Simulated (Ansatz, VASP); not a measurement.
Al in VASP and in Ansatz

The input INCAR:

```
PREC = Accurate
ENCUT = 520
EDIFF = 1E-6
ISMEAR = 0
SIGMA = 0.15
LREAL = F
LASPH = T
NELM = 80
ALGO = Normal
ISIF = 2
LWAVE = F
LCHARG = F
GGA = PS
NBANDS = 8
```

The input KPOINTS:

```
regular mesh
0
Gamma
  20 20 20
```

File POSCAR:

```
Al
1.0
    0.0000000000      2.0543397000      2.0239800000
    2.0239800000      0.0000000000      2.0239800000
    2.0239800000      2.0543397000      0.0000000000
Al
1
Direct
    0.0000000000      0.0000000000      0.0000000000
```

Input for Ansatz:

```yaml
crystal:
  lattice:
    - [0.0, 2.0543397, 2.02398]
    - [2.02398, 0.0, 2.02398]
    - [2.02398, 2.0543397, 0.0]
  atoms:
    - { symbol: Al, position: [0.0, 0.0, 0.0] }
basis:
  ecutwfc: 420
kpoints:
  mp_grid: { grid: [20, 20, 20] }
hamiltonian:
  xc: pbesol
scf:
  occupations: { method: gaussian, width: 0.15 }
output:
  forces: true
  stress: true
  eigenvalues: true
```

Change from the starting cell: strain +0.0150 x Voigt [0, 1, 0, 0, 0, 0], atoms carried along.

Alike in both runs: task single point; functional PBEsol; k mesh 20 × 20 × 20; occupations gaussian, width 0.15 eV; no spin polarisation.

```csv
,VASP,Ansatz
version,VASP 6.6.1,Ansatz 0.2.0
potentials or method,"VASP PAW PBE potentials, release 64 (Al), cutoff 520 eV","scalar-relativistic, plane waves, PAW"
valence electrons in the cell,3,3
```

|  | VASP | Ansatz | Ansatz less VASP |
| --- | --- | --- | --- |
| gap on the k mesh at the Fermi level (eV) | none | none | - |
| pressure (GPa) | -2.9 | -3.0 | -0.05 |
| traceless stress, the component that is largest in VASP (GPa) | -0.31 | -0.31 | -0.002 |

VASP's potentials were made for PBE, not for PBEsol. A gap of «none» marks a metal or a gap that the smearing closes.
